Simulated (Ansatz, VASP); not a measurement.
TaS2 in VASP and in Ansatz

File INCAR:

```
PREC = Accurate
ENCUT = 400
EDIFF = 1E-6
ISMEAR = 0
SIGMA = 0.05
LREAL = False
LASPH = True
NELM = 200
ALGO = Normal
ISIF = 2
LWAVE = False
LCHARG = True
LNONCOLLINEAR = True
MAGMOM = 0 0 0 0 0 0 0 0 0
LORBIT = 11
LSORBIT = True
GGA_COMPAT = False
LORBMOM = True
LMAXMIX = 4
LDIPOL = True
IDIPOL = 3
DIPOL = 0.5 0.5 0.500
GGA = PE
LVHAR = True
LVACPOTAV = True
NBANDS = 36
NELMDL = -8
```

Contents of KPOINTS:

```
regular mesh
0
Gamma
  12 12 1
```

Contents of POSCAR:

```
TaS2
1.0
    3.3806003760      0.0000000000      0.0000000000
   -1.6903001880      2.9276858060      0.0000000000
    0.0000000000      0.0000000000     26.1236725850
S Ta
2 1
Direct
    0.6666666667      0.3333333333      0.4413972847
    0.3333333333      0.6666666667      0.5586027153
    0.0000000000      0.0000000000      0.5000000000
```

Input for Ansatz:

```yaml
crystal:
  lattice:
    - [3.380600376, 0.0, 0.0]
    - [-1.690300188, 2.927685806, 0.0]
    - [0.0, 0.0, 26.123672585]
  atoms:
    - { symbol: S, position: [0.6666666667, 0.3333333333, 0.4413972847] }
    - { symbol: Ta, position: [0.0, 0.0, 0.5] }
    - { symbol: S, position: [0.3333333333, 0.6666666667, 0.5586027153] }
  periodic: [true, true, false]
basis:
  ecutwfc: 420
kpoints:
  mp_grid: { grid: [12, 12, 1] }
  band_path:
    path:
      - [0.0, 0.0, 0.0]
      - [0.01397867, 0.0, 0.0]
      - [0.48602133, 0.0, 0.0]
      - [0.055555556, 0.0, 0.0]
      - [0.111111111, 0.0, 0.0]
      - [0.166666667, 0.0, 0.0]
      - [0.222222222, 0.0, 0.0]
      - [0.277777778, 0.0, 0.0]
      - [0.333333333, 0.0, 0.0]
      - [0.388888889, 0.0, 0.0]
      - [0.444444444, 0.0, 0.0]
      - [0.5, 0.0, 0.0]
      - [0.491929411, 0.016141178, 0.0]
      - [0.341403922, 0.317192156, 0.0]
      - [0.481481481, 0.037037037, 0.0]
      - [0.462962963, 0.074074074, 0.0]
      - [0.444444444, 0.111111111, 0.0]
      - [0.425925926, 0.148148148, 0.0]
      - [0.407407407, 0.185185185, 0.0]
      - [0.388888889, 0.222222222, 0.0]
      - [0.37037037, 0.259259259, 0.0]
      - [0.351851852, 0.296296296, 0.0]
      - [0.333333333, 0.333333333, 0.0]
      - [0.325262744, 0.325262744, 0.0]
      - [0.008070589, 0.008070589, 0.0]
      - [0.296296296, 0.296296296, 0.0]
      - [0.259259259, 0.259259259, 0.0]
      - [0.222222222, 0.222222222, 0.0]
      - [0.185185185, 0.185185185, 0.0]
      - [0.148148148, 0.148148148, 0.0]
      - [0.111111111, 0.111111111, 0.0]
      - [0.074074074, 0.074074074, 0.0]
      - [0.037037037, 0.037037037, 0.0]
    npoints: 1
scf:
  occupations: { method: gaussian, width: 0.05 }
  n_extra_bands: 12
hamiltonian:
  xc: pbe
  pseudopotentials: { kind: paw_fr, azcp: { folder: soft_1 } }
output:
  eigenvalues: true
magnetization:
  noncollinear: true
  spin_orbit: true
```

Alike in both runs: task single point; functional PBE; k mesh 12 × 12 × 1; occupations gaussian, width 0.05 eV; non-collinear spin, spin-orbit coupling.

```csv
,VASP,Ansatz
version,VASP 6.6.1,Ansatz 0.2.0
potentials or method,"VASP PAW PBE potentials, release 64 (S, Ta_pv), cutoff 400 eV",plane-wave PAW
valence electrons in the cell,23,25
```

```csv
,VASP,Ansatz,Ansatz less VASP
net moment per atom (μB),0.00,0.00,0.000
```

The functional is the same, so the differences come from potentials, cutoffs and numerics. VASP's potentials hold 23 valence electrons a cell and Ansatz's 25, so a difference there can come from the potentials and not from the codes. Ansatz's warnings: slab cell height set.
